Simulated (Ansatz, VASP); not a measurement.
**Two plane-wave programs on In2O3**

Contents of INCAR:

```
ALGO = Normal
EDIFF = 1E-6
ENCUT = 520
GGA = PE
ISIF = 2
ISMEAR = -1
LASPH = True
LCHARG = False
LREAL = False
LWAVE = False
NBANDS = 55
NELM = 100
PREC = Accurate
SIGMA = 0.02
```

KPOINTS

```
k-points
0
Gamma
  6 6 6
```

File POSCAR:

```
In2O3
1.0
    2.7813592499      1.6058185116      4.8041744946
   -2.7813592499      1.6058185116      4.8041744946
    0.0000000000     -3.2116370233      4.8041744946
In O
4 6
Direct
    0.8578524499      0.8578524499      0.8578524499
    0.3578524499      0.3578524499      0.3578524499
    0.1421475501      0.1421475501      0.1421475501
    0.6421475501      0.6421475501      0.6421475501
    0.4535314634      0.0464685366      0.7500000000
    0.0464685366      0.7500000000      0.4535314634
    0.5464685366      0.9535314634      0.2500000000
    0.2500000000      0.5464685366      0.9535314634
    0.9535314634      0.2500000000      0.5464685366
    0.7500000000      0.4535314634      0.0464685366
```

Input for Ansatz:

```yaml
crystal:
  lattice:
    - [2.7813592499, 1.6058185116, 4.8041744946]
    - [-2.7813592499, 1.6058185116, 4.8041744946]
    - [0.0, -3.2116370233, 4.8041744946]
  atoms:
    - { symbol: In, position: [0.8578524499, 0.8578524499, 0.8578524499] }
    - { symbol: In, position: [0.3578524499, 0.3578524499, 0.3578524499] }
    - { symbol: In, position: [0.1421475501, 0.1421475501, 0.1421475501] }
    - { symbol: In, position: [0.6421475501, 0.6421475501, 0.6421475501] }
    - { symbol: O, position: [0.4535314634, 0.0464685366, 0.75] }
    - { symbol: O, position: [0.0464685366, 0.75, 0.4535314634] }
    - { symbol: O, position: [0.5464685366, 0.9535314634, 0.25] }
    - { symbol: O, position: [0.25, 0.5464685366, 0.9535314634] }
    - { symbol: O, position: [0.9535314634, 0.25, 0.5464685366] }
    - { symbol: O, position: [0.75, 0.4535314634, 0.0464685366] }
kpoints:
  mp_grid: { grid: [6, 6, 6] }
  band_path:
    path:
      - [0.0, 0.0, 0.0]
      - [0.5, 0.5, 0.5]
      - [0.7618181098, 0.2381818902, 0.5]
      - [0.5, -0.2381818902, 0.2381818902]
      - [0.5, 0.0, 0.0]
      - [0.3690909451, -0.3690909451, 0.0]
      - [0.6309090549, 0.0, 0.3690909451]
      - [0.5, 0.0, 0.5]
      - [0.010417, 0.010417, 0.302083]
    npoints: 1
hamiltonian:
  xc: pbe
scf:
  occupations: { method: fermi_dirac, width: 0.02 }
  n_extra_bands: 6
output:
  forces: true
  stress: true
  eigenvalues: true
  write_density: true
  write_potential: true
  elf: true
  volumetric_format: npy
```

Change from the starting cell: epitaxial_xy strain +1.0%.

Alike in both runs: task single point; functional PBE; k mesh 6 × 6 × 6; occupations fermi-dirac, width 0.02 eV; no spin polarisation.

|  | VASP | Ansatz |
| --- | --- | --- |
| version | VASP 6.6.1 | Ansatz 0.2.0 |
| potentials or method | VASP PAW PBE potentials, release 64 (In_d, O) | plane waves, PAW |
| plane-wave cutoff (eV) | 520 | 420 |
| valence electrons in the cell | 88 | 88 |

```tsv
	VASP	Ansatz	Ansatz less VASP
gap on the k mesh at the Fermi level (eV)	1.11	1.12	+0.007
pressure (GPa)	4.6	4.2	-0.46
traceless stress, the component that is largest in VASP (GPa)	1.46	1.58	+0.118
rms of the force components (eV/Å)	0.037	0.040	+0.0035
```

Atom by atom the forces differ by 0.005 eV/Å (rms over components). With one functional, cell and mesh, what is left measures potentials, basis and numerics.
